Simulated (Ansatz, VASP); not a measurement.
# PbSe: VASP beside Ansatz

The input INCAR:

```
SYSTEM = PbSe
ALGO = Normal ; EDIFF = 1E-6
ENCUT = 520 ; GGA = PE
ISIF = 2 ; ISMEAR = 0
IVDW = 12 ; LASPH = .True.
LCHARG = .True. ; LELF = .True.
LREAL = .False. ; LVHAR = .True.
LWAVE = .False. ; NBANDS = 17
NELM = 60 ; PREC = Accurate
SIGMA = 0.03
```

File KPOINTS:

```
k-points
0
Gamma
  10 10 10
  0 0 0
```

File POSCAR:

```
PbSe
1.0
    0.0000000000      2.9916434108      2.9916434108
    2.9916434108      0.0000000000      2.9916434108
    2.9916434108      2.9916434108      0.0000000000
Pb Se
1 1
Direct
    0.0000000000      0.0000000000      0.0000000000
    0.5000000000      0.5000000000      0.5000000000
```

Input for Ansatz:

```yaml
crystal:
  lattice:
    - [0.0, 2.9916434108, 2.9916434108]
    - [2.9916434108, 0.0, 2.9916434108]
    - [2.9916434108, 2.9916434108, 0.0]
  atoms:
    - { symbol: Pb, position: [0.0, 0.0, 0.0] }
    - { symbol: Se, position: [0.5, 0.5, 0.5] }
basis:
  ecutwfc: 420
kpoints:
  mp_grid: { grid: [10, 10, 10] }
hamiltonian:
  xc: pbe
  dispersion: d3bj
scf:
  occupations: { method: gaussian, width: 0.03 }
output:
  forces: true
  stress: true
  eigenvalues: true
```

Alike in both runs: task single point; functional PBE; dispersion D3(BJ); k mesh 10 × 10 × 10; occupations gaussian, width 0.03 eV; no spin polarisation.

```csv
,VASP,Ansatz
version,VASP 6.6.1,Ansatz 0.2.0
potentials or method,"VASP PAW PBE potentials, release 64 (Pb_d, Se), cutoff 520 eV","scalar-relativistic, plane waves, PAW"
valence electrons in the cell,20,30
```

```csv
,VASP,Ansatz,Ansatz less VASP
gap on the k mesh at the Fermi level (eV),0.04,0.03,-0.005
least direct gap on the mesh (eV),0.04,0.03,-0.005
pressure (GPa),4.5,4.5,+0.01
```

VASP's potentials hold 20 valence electrons a cell and Ansatz's 30, so a difference there can come from the potentials and not from the codes.

Neither program's run includes spin-orbit coupling.
